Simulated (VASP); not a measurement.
# ZnCu2SnS4 (I-42m) in VASP: a series of runs

ZnCu2SnS4 is run at these levels: LDA, PBEsol, PBE; tasks: single point.

Program: VASP 6.6.1. These are calculated values, not measurements. Logs are shortened: lines on timing, memory, paths and dates and some standing lists are left out, and cuts for length are marked.

## (1) The cell of the first run

Symmetry: I-42m, No. 121, tetragonal system. The conventional cell has a = 5.316 Å, b = 5.316 Å, c = 10.650 Å, α = 90.00°, β = 90.00°, γ = 90.00°. Cu (site symmetry -4) has 4 S at 2.24 Å within 3.0 Å. Zn (site symmetry -42m) has 4 S at 2.31 Å within 3.0 Å. Within 3.2 Å of Sn (site symmetry -42m) lie 4 S at 2.43 Å. S (site symmetry m) has 2 Cu at 2.24 Å and 1 Zn at 2.31 Å and 1 Sn at 2.43 Å within 3.0 Å.

## (2) Single point, LDA

INCAR

```
SYSTEM = ZnCu2SnS4
PREC = Accurate ; ENCUT = 520
EDIFF = 1E-7 ; ISMEAR = -1
SIGMA = 0.02 ; LREAL = .False.
LASPH = .True. ; NELM = 100
ALGO = Normal ; ISIF = 2
LWAVE = .False. ; LCHARG = .False.
NBANDS = 46
```

KPOINTS

```
regular mesh
0
Gamma
  6 6 6
  0 0 0
```

POSCAR

```
ZnCu2SnS4
1.0
   -2.6579332517      2.6579332517      5.3251862905
    2.6579332517     -2.6579332517      5.3251862905
    2.6579332517      2.6579332517     -5.3251862905
Cu Zn Sn S
2 1 1 4
Direct
    0.7500000000      0.2500000000      0.5000000000
    0.2500000000      0.7500000000      0.5000000000
    0.0000000000      0.0000000000      0.0000000000
    0.5000000000      0.5000000000      0.0000000000
    0.8954848493      0.8954848493      0.5204400845
    0.1045151507      0.6249552352      0.0000000000
    0.6249552352      0.1045151507      0.0000000000
    0.3750447648      0.3750447648      0.4795599155
```

Potentials or basis: VASP PAW LDA potentials, release 64 (Cu, Zn, Sn_d, S).

On the command line:

```
$ cat potpaw_LDA.64/Cu/POTCAR potpaw_LDA.64/Zn/POTCAR potpaw_LDA.64/Sn_d/POTCAR potpaw_LDA.64/S/POTCAR > POTCAR
$ mpirun -np 1 vasp_std > vasp.out
```

OUTCAR:

```text
SYSTEM = ZnCu2SnS4
   PREC = Accurate
   ENCUT = 520
   EDIFF = 1E-7
   ISMEAR = -1
   LREAL = .False.
   LASPH = .True.
   NELM = 100
   ISIF = 2

 ion  position               nearest neighbor table
   1  0.750  0.250  0.500-   8 2.24   6 2.24   7 2.24   5 2.24
   2  0.250  0.750  0.500-   8 2.24   7 2.24   6 2.24   5 2.24
   3  0.000  0.000  0.000-   5 2.31   6 2.31   7 2.31   8 2.31
   4  0.500  0.500  0.000-   5 2.43   6 2.43   7 2.43   8 2.43
   5  0.895  0.895  0.520-   1 2.24   2 2.24   3 2.31   4 2.43
   6  0.105  0.625  0.000-   2 2.24   1 2.24   3 2.31   4 2.43
   7  0.625  0.105  0.000-   1 2.24   2 2.24   3 2.31   4 2.43
   8  0.375  0.375  0.480-   1 2.24   2 2.24   3 2.31   4 2.43

  LATTYP: Found a body centered tetragonal cell.
 ALAT       =     5.3158665034
 C/A-ratio  =     2.0035064037

  Lattice vectors:

 A1 = (  -2.6579332517,   2.6579332517,   5.3251862905)
 A2 = (   2.6579332517,  -2.6579332517,   5.3251862905)
 A3 = (   2.6579332517,   2.6579332517,  -5.3251862905)

Analysis of symmetry for initial positions (statically):
=====================================================================
 Subroutine PRICEL returns:
 Original cell was already a primitive cell.

 Routine SETGRP: Setting up the symmetry group for a
 body centered tetragonal supercell.

 Subroutine GETGRP returns: Found  8 space group operations
 (whereof  8 operations were pure point group operations)
 out of a pool of 16 trial point group operations.

The static configuration has the point symmetry D_2d.

Analysis of symmetry for dynamics (positions and initial velocities):
=====================================================================
 Subroutine PRICEL returns:
 Original cell was already a primitive cell.

 Routine SETGRP: Setting up the symmetry group for a
 body centered tetragonal supercell.

 Subroutine GETGRP returns: Found  8 space group operations
 (whereof  8 operations were pure point group operations)
 out of a pool of 16 trial point group operations.

The dynamic configuration has the point symmetry D_2d.

 Subroutine INISYM returns: Found  8 space group operations
 (whereof  8 operations are pure point group operations),
 and found     1 'primitive' translations

----------------------------------------------------------------------------------------

                                     Primitive cell

  volume of cell :     150.4814

  direct lattice vectors                    reciprocal lattice vectors
    -2.657933252  2.657933252  5.325186290     0.000000000  0.188116086  0.093893429
     2.657933252 -2.657933252  5.325186290     0.188116086  0.000000000  0.093893429
     2.657933252  2.657933252 -5.325186290     0.188116086  0.188116086  0.000000000

  length of vectors
     6.518192032  6.518192032  6.518192032     0.210246612  0.210246612  0.266036320

  position of ions in fractional coordinates (direct lattice)
     0.750000000  0.250000000  0.500000000
     0.250000000  0.750000000  0.500000000
     0.000000000  0.000000000  0.000000000
     0.500000000  0.500000000  0.000000000
     0.895484849  0.895484849  0.520440085
     0.104515151  0.624955235  0.000000000
     0.624955235  0.104515151  0.000000000
     0.375044765  0.375044765  0.479559915

  ion indices of the primitive-cell ions
   primitive index   ion index
                 1           1
                 2           2
                 3           3
                 4           4
                 5           5
                 6           6
                 7           7
                 8           8

----------------------------------------------------------------------------------------

 KPOINTS: regular mesh

Automatic generation of k-mesh.
 Grid dimensions read from file:
 generate k-points for:    6    6    6

 Generating k-lattice:

  Cartesian coordinates                     Fractional coordinates (reciprocal lattice)
     0.000000000  0.031352681  0.015648905     0.166666667  0.000000000 -0.000000000
     0.031352681  0.000000000  0.015648905     0.000000000  0.166666667 -0.000000000
     0.031352681  0.031352681  0.000000000     0.000000000  0.000000000  0.166666667

  Length of vectors
     0.035041102  0.035041102  0.044339387

  Shift w.r.t. Gamma in fractional coordinates (k-lattice)
     0.000000000  0.000000000  0.000000000

 Subroutine IBZKPT returns following result:
 ===========================================

 Found     30 irreducible k-points:

 Following reciprocal coordinates:
            Coordinates               Weight
  0.000000  0.000000  0.000000      1.000000
  0.166667 -0.000000  0.000000      8.000000
  0.333333 -0.000000  0.000000      8.000000
  0.500000  0.000000  0.000000      4.000000
  0.166667  0.166667  0.000000      8.000000
  0.333333  0.166667  0.000000     16.000000
[... 16 lines left out ...]
 -0.333333 -0.333333  0.166667      8.000000
 -0.166667 -0.333333  0.166667      8.000000
 [... further k-points ...]
   k-points           NKPTS =     30   k-points in BZ     NKDIM =     30   number of bands    NBANDS=     46
   number of dos      NEDOS =    301   number of ions     NIONS =      8
   total plane-waves  NPLWV = 110592
   dimension x,y,z NGX =    48 NGY =   48 NGZ =   48
   dimension x,y,z NGXF=    96 NGYF=   96 NGZF=   96
   ions per type =               2   1   1   4
   NGX,Y,Z   is equivalent  to a cutoff of  12.24, 12.24, 12.24 a.u.
   NGXF,Y,Z  is equivalent  to a cutoff of  24.48, 24.48, 24.48 a.u.
 SYSTEM =  ZnCu2SnS4
   PREC   = accura    normal or accurate (medium, high low for compatibility)
   ISTART =      0    job   : 0-new  1-cont  2-samecut
   ICHARG =      2    charge: 1-file 2-atom 10-const
   ISPIN  =      1    spin polarized calculation?
   LNONCOLLINEAR =      F non collinear calculations
   LSORBIT =      F    spin-orbit coupling
   LASPH  =      T    aspherical Exc in radial PAW
   ENCUT  =  520.0 eV  38.22 Ry    6.18 a.u.  12.12 12.12 12.12*2*pi/ulx,y,z
   NELM   =    100;   NELMIN=  2; NELMDL= -5     # of ELM steps
   EDIFF  = 0.1E-06   stopping-criterion for ELM
   LREAL  =      F    real-space projection
   EDIFFG = 0.1E-05   stopping-criterion for IOM
   NSW    =      0    number of steps for IOM
   IBRION =     -1    ionic relax: 0-MD 1-quasi-New 2-CG
   NFREE  =      0    steps in history (QN), initial steepest desc. (CG)
   ISIF   =      2    stress and relaxation
   ISYM   =      2    0-nonsym 1-usesym 2-fastsym
   POTIM  = 0.5000    time-step for ionic-motion
   TEBEG  =    0.0;   TEEND  =   0.0 temperature during run
   PSTRESS=    0.0 pullay stress
   NELECT =      72.0000    total number of electrons
   NUPDOWN=      -1.0000    fix difference up-down
   EMIN   =  10.00;   EMAX   =-10.00  energy-range for DOS
   EFERMI =   0.00;   METHOD = LEGACY
   ISMEAR =    -1;   SIGMA  =   0.02  broadening in eV -4-tet -1-fermi 0-gaus
   EFERMI_NEDOS =   21; number of points for ismear=-14 and -15
   IALGO  =     38    algorithm
   IMIX   =      4    mixing-type and parameters
     AMIX     =   0.40;   BMIX     =  1.00
     AMIX_MAG =   1.60;   BMIX_MAG =  1.00
  volume/ion in A,a.u.               =      18.81       126.94
  Fermi-wavevector in a.u.,A,eV,Ry     =   1.280436  2.419674 22.306989  1.639517
  Thomas-Fermi vector in A             =   2.412864
   LORBIT       =      0    0 simple, 1 ext, 2 COOP (PROOUT), +10 PAW based schemes
   GGA     = CA    functional components
   LHFCALC =     F    Hartree Fock is set to
   AEXX    =    0.0000 exact exchange contribution
   IVDW    =     0    specifies the selected vdW correction
   LEPSILON=     F    determine dielectric tensor
   LRPA    =     F    only Hartree local field effects (RPA)
 non-spin polarized calculation
  energy-cutoff  :      520.00
  volume of cell :      150.48
 maximum number of plane-waves:      4076
   NGX = 25   NGY = 25   NGZ = 25

 number of electron      72.0000019 magnetization

 Free energy of the ion-electron system (eV)
  ---------------------------------------------------
  ext. energy  EPLUGINS =         0.00000000
  ---------------------------------------------------
  free energy    TOTEN  =       -38.43412767 eV

  energy without entropy =      -38.43387277  energy(sigma->0) =      -38.43400022

 E-fermi :   5.4486     XC(G=0): -10.4633

 val. band max:        5.4095751721   @ k =   0.0000   0.0000   0.0000
 cond. band min:       5.4698694098   @ k =   0.0000   0.0000   0.0000
 fundamental gap:      0.0602942377
 Fermi energy:         5.4485733454

 k-point     1 :       0.0000    0.0000    0.0000
  band No.  band energies     occupation
      1     -16.8812      2.00000
      2     -16.8812      2.00000
      3     -16.8670      2.00000
      4     -16.7945      2.00000
      5     -16.7808      2.00000
      6      -9.4719      2.00000
[... 38 lines left out ...]
     45      10.4870      0.00000
     46      12.1378      0.00000

 k-point     2 :       0.1667   -0.0000    0.0000
  band No.  band energies     occupation
      1     -16.8814      2.00000
      2     -16.8812      2.00000
      3     -16.8671      2.00000
      4     -16.7944      2.00000
      5     -16.7806      2.00000
      6      -9.3655      2.00000
[... 38 lines left out ...]
     45      10.6857      0.00000
     46      11.3544      0.00000

 k-point     3 :       0.3333   -0.0000    0.0000
  band No.  band energies     occupation
      1     -16.8817      2.00000
      2     -16.8812      2.00000
      3     -16.8675      2.00000
      4     -16.7942      2.00000
      5     -16.7802      2.00000
      6      -9.0707      2.00000
[... 1018 lines left out ...]
     45      10.9904      0.00000
     46      11.0660      0.00000

 k-point    24 :      -0.1667   -0.3333    0.1667
  band No.  band energies     occupation
      1     -16.8812      2.00000
      2     -16.8811      2.00000
      3     -16.8672      2.00000
      4     -16.7944      2.00000
      5     -16.7806      2.00000
      6      -9.2025      2.00000
[... 38 lines left out ...]
     45      10.6979      0.00000
     46      10.9405      0.00000

 [... further k-points ...]

------------------------ aborting loop because EDIFF is reached ----------------------------------------

  FORCE on cell =-STRESS in cart. coord.  units (eV):
  Direction    XX          YY          ZZ          XY          YZ          ZX
  --------------------------------------------------------------------------------------
  -------------------------------------------------------------------------------------
  Total        0.0916896      0.0916896      0.0564191      0.0000000      0.0000000      0.0000000
  in kB        0.9762205      0.9762205      0.6006946      0.0000000      0.0000000      0.0000000
  external PRESSURE =       0.8510452 kB  Pullay stress =       0.0000000 kB

 VOLUME and BASIS-vectors are now :
 -----------------------------------------------------------------------------
  energy-cutoff  :      520.00
  volume of cell :      150.48
      direct lattice vectors                 reciprocal lattice vectors
    -2.657933252  2.657933252  5.325186290     0.000000000  0.188116086  0.093893429
     2.657933252 -2.657933252  5.325186290     0.188116086  0.000000000  0.093893429
     2.657933252  2.657933252 -5.325186290     0.188116086  0.188116086  0.000000000

 POSITION                                       TOTAL-FORCE (eV/Angst)
 -----------------------------------------------------------------------------------
     -0.00000      2.65793      2.66259         0.000000     -0.000000      0.000000
      2.65793     -0.00000      2.66259         0.000000     -0.000000      0.000000
      0.00000      0.00000      0.00000         0.000000     -0.000000      0.000000
      0.00000      0.00000      5.32519         0.000000     -0.000000      0.000000
      1.38330      1.38330      6.76581        -0.019674     -0.019674     -0.029155
      1.38330     -1.38330      3.88457        -0.019674      0.019674      0.029155
     -1.38330      1.38330      3.88457         0.019674     -0.019674      0.029155
      1.27464      1.27464      1.44062         0.019674      0.019674     -0.029155
 -----------------------------------------------------------------------------------
    total drift:                                0.000006      0.000006      0.000005

  FREE ENERGIE OF THE ION-ELECTRON SYSTEM (eV)
  ---------------------------------------------------
  free  energy   TOTEN  =       -38.4341276721 eV

  energy  without entropy=      -38.4338727653  energy(sigma->0) =      -38.43400022
```

Run time: 8.8 min. Hardware: 1 thread of Oxide Virtual Turin-like, shared host; peak memory 0.36 GiB.

What came out:

```yaml
Free_energy: -38.4341 eV
Pressure: 0.1 GPa
Largest_force: 0.040 eV/Å
Band_gap_on_the_k_mesh: 0.06 eV
```

Forces on the atoms (eV/Å):
```
Cu   0.000  0.000  0.000
Cu   0.000  0.000  0.000
Zn   0.000  0.000  0.000
Sn   0.000  0.000  0.000
S   -0.020 -0.020 -0.029
S   -0.020  0.020  0.029
S    0.020 -0.020  0.029
S    0.020  0.020 -0.029
```

Caveat: spin-orbit coupling is left out, which moves the levels of the heavy elements.

## (3) Single point, PBEsol

This run uses another cell than the first one, of 19.41 Å³/atom.

INCAR

```
PREC = Accurate
ENCUT = 520
EDIFF = 1E-7
ISMEAR = -1
SIGMA = 0.02
LREAL = False
LASPH = True
NELM = 80
ALGO = Normal
ISIF = 2
LWAVE = False
LCHARG = False
GGA = PS
NBANDS = 46
```

KPOINTS

```
regular mesh
0
Gamma
  6 6 6
```

POSCAR

```
ZnCu2SnS4
1.0
   -2.6857513940      2.6857513940      5.3804397105
    2.6857513940     -2.6857513940      5.3804397105
    2.6857513940      2.6857513940     -5.3804397105
Cu Zn Sn S
2 1 1 4
Direct
    0.7500000000      0.2500000000      0.5000000000
    0.2500000000      0.7500000000      0.5000000000
    0.0000000000      0.0000000000      0.0000000000
    0.5000000000      0.5000000000      0.0000000000
    0.8941159070      0.8941159070      0.5186287705
    0.1058840930      0.6245128635      0.0000000000
    0.6245128635      0.1058840930      0.0000000000
    0.3754871365      0.3754871365      0.4813712295
```

Potentials or basis: VASP PAW PBE potentials, release 64 (Cu, Zn, Sn_d, S).

On the command line:

```
$ cat potpaw_PBE.64/Cu/POTCAR potpaw_PBE.64/Zn/POTCAR potpaw_PBE.64/Sn_d/POTCAR potpaw_PBE.64/S/POTCAR > POTCAR
$ mpirun -np 1 vasp_std > vasp.out
```

OUTCAR:

```text
PREC = Accurate
   ENCUT = 520
   EDIFF = 1E-7
   ISMEAR = -1
   LREAL = False
   LASPH = True
   NELM = 80
   ISIF = 2
   GGA = PS

 ion  position               nearest neighbor table
   1  0.750  0.250  0.500-   5 2.27   6 2.27   8 2.27   7 2.27
   2  0.250  0.750  0.500-   5 2.27   7 2.27   8 2.27   6 2.27
   3  0.000  0.000  0.000-   6 2.33   7 2.33   5 2.33   8 2.33
   4  0.500  0.500  0.000-   5 2.45   6 2.45   7 2.45   8 2.45
   5  0.894  0.894  0.519-   1 2.27   2 2.27   3 2.33   4 2.45
   6  0.106  0.625  0.000-   1 2.27   2 2.27   3 2.33   4 2.45
   7  0.625  0.106  0.000-   2 2.27   1 2.27   3 2.33   4 2.45
   8  0.375  0.375  0.481-   1 2.27   2 2.27   3 2.33   4 2.45

  LATTYP: Found a body centered tetragonal cell.
 ALAT       =     5.3715027880
 C/A-ratio  =     2.0033275316

  Lattice vectors:

 A1 = (  -2.6857513940,   2.6857513940,   5.3804397105)
 A2 = (   2.6857513940,  -2.6857513940,   5.3804397105)
 A3 = (   2.6857513940,   2.6857513940,  -5.3804397105)

Analysis of symmetry for initial positions (statically):
=====================================================================
[... 193 lines left out ...]
      1     -17.0853      2.00000
      2     -17.0853      2.00000
      3     -17.0720      2.00000
      4     -17.0064      2.00000
      5     -16.9933      2.00000
      6      -9.5723      2.00000
[... 1165 lines left out ...]
     45      10.4589      0.00000
     46      10.6752      0.00000

 [... further k-points ...]

------------------------ aborting loop because EDIFF is reached ----------------------------------------

  FORCE on cell =-STRESS in cart. coord.  units (eV):
  Direction    XX          YY          ZZ          XY          YZ          ZX
  --------------------------------------------------------------------------------------
  -------------------------------------------------------------------------------------
  Total        0.1474729      0.1474729      0.1184797      0.0000000     -0.0000000      0.0000000
  in kB        1.5219956      1.5219956      1.2227706      0.0000000     -0.0000000      0.0000000
  external PRESSURE =       1.4222539 kB  Pullay stress =       0.0000000 kB

 VOLUME and BASIS-vectors are now :
 -----------------------------------------------------------------------------
  energy-cutoff  :      520.00
  volume of cell :      155.24
      direct lattice vectors                 reciprocal lattice vectors
    -2.685751394  2.685751394  5.380439711     0.000000000  0.186167641  0.092929208
     2.685751394 -2.685751394  5.380439711     0.186167641  0.000000000  0.092929208
     2.685751394  2.685751394 -5.380439711     0.186167641  0.186167641  0.000000000

 POSITION                                       TOTAL-FORCE (eV/Angst)
 -----------------------------------------------------------------------------------
      0.00000      2.68575      2.69022        -0.000000     -0.000000     -0.000000
      2.68575      0.00000      2.69022        -0.000000      0.000000     -0.000000
      0.00000      0.00000      0.00000        -0.000000      0.000000     -0.000000
      0.00000      0.00000      5.38044        -0.000000     -0.000000     -0.000000
      1.39291      1.39291      6.83102        -0.016162     -0.016162     -0.028758
      1.39291     -1.39291      3.92986        -0.016162      0.016162      0.028758
     -1.39291      1.39291      3.92986         0.016162     -0.016162      0.028758
      1.29284      1.29284      1.45058         0.016162      0.016162     -0.028758
 -----------------------------------------------------------------------------------
    total drift:                                0.000009      0.000009      0.000004

  FREE ENERGIE OF THE ION-ELECTRON SYSTEM (eV)
  ---------------------------------------------------
  free  energy   TOTEN  =       -35.8021537688 eV

  energy  without entropy=      -35.8017831910  energy(sigma->0) =      -35.80196848
```

stdout:

```text
POSCAR found type information on POSCAR CuZnSnS
 POSCAR found :  4 types and       8 ions
 scaLAPACK will be used
 -----------------------------------------------------------------------------
|                                                                             |
|                                                                             |
|     You enforced a specific xc type in the INCAR file but a different       |
|     I HOPE YOU KNOW WHAT YOU ARE DOING!                                     |
|                                                                             |
 -----------------------------------------------------------------------------

 LDA part: xc-table for (Slater+PW92), standard interpolation
 POSCAR, INCAR and KPOINTS ok, starting setup
 FFT: planning ... GRIDC
 FFT: planning ... GRID_SOFT
 FFT: planning ... GRID
 WAVECAR not read
 entering main loop
```

Wall time 14 min (1 thread of Oxide Virtual Turin-like, shared host); peak memory 0.44 GiB.

What came out:

```
Free energy   : -35.8022 eV
Pressure      : 0.1 GPa
Largest force : 0.037 eV/Å
```

Forces in eV/Å, atoms in the order of the input:
```
Cu   0.000  0.000  0.000
Cu   0.000  0.000  0.000
Zn   0.000  0.000  0.000
Sn   0.000  0.000  0.000
S   -0.016 -0.016 -0.029
S   -0.016  0.016  0.029
S    0.016 -0.016  0.029
S    0.016  0.016 -0.029
```

Caveat: the PAW data sets were made with another functional, which shifts forces and pressure a little; spin-orbit coupling is left out, which moves the levels of the heavy elements.

(Part 1 of 2 ends here.)
